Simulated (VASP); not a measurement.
InP, 2 atoms in the cell. It takes space group I-4m2 (No. 119, tetragonal). Conventional cell: a = 3.620 Å, b = 3.620 Å, c = 7.680 Å, α = 90.00°, β = 90.00°, γ = 90.00°. Within 3.5 Å of In (site symmetry -4m2) lie 4 P at 2.64 Å. P (site symmetry -4m2) has 4 In at 2.64 Å within 3.5 Å.  This cell differs from its parent crystal: ratio of the length along z to the lengths across it x 1.5, volume and fractional coordinates fixed.

```yaml
Program: VASP 6.6.1
Task: single point
Functional: LDA
Potentials_or_basis: VASP PAW LDA potentials, release 64 (In_d, P)
Cutoff: 500 eV
k_mesh: 4 × 4 × 4
Occupations: gaussian, width 0.05 eV
Spin: no spin polarisation
Dipole_correction: no
Further_INCAR_settings: ALGO = Normal; EDIFF = 1e-06; NBANDS = 16
```

Potentials or basis: VASP PAW LDA potentials, release 64 (In_d, P).

Command:

```sh
$ cat potpaw_LDA.64/In_d/POTCAR potpaw_LDA.64/P/POTCAR > POTCAR
$ mpirun -np 1 vasp_std > vasp.out
```

Hardware: 1 thread of Intel(R) Xeon(R) Platinum 8259CL CPU @ 2.50GHz (Skylake/Cascade Lake) (shared host).

Task: How long does it take, and how much memory?

Result: It took 11 s on 1 thread of Intel(R) Xeon(R) Platinum 8259CL CPU @ 2.50GHz (Skylake/Cascade Lake) (shared host), peak memory 0.15 GiB. Counts: scf iterations 12, k points 13.
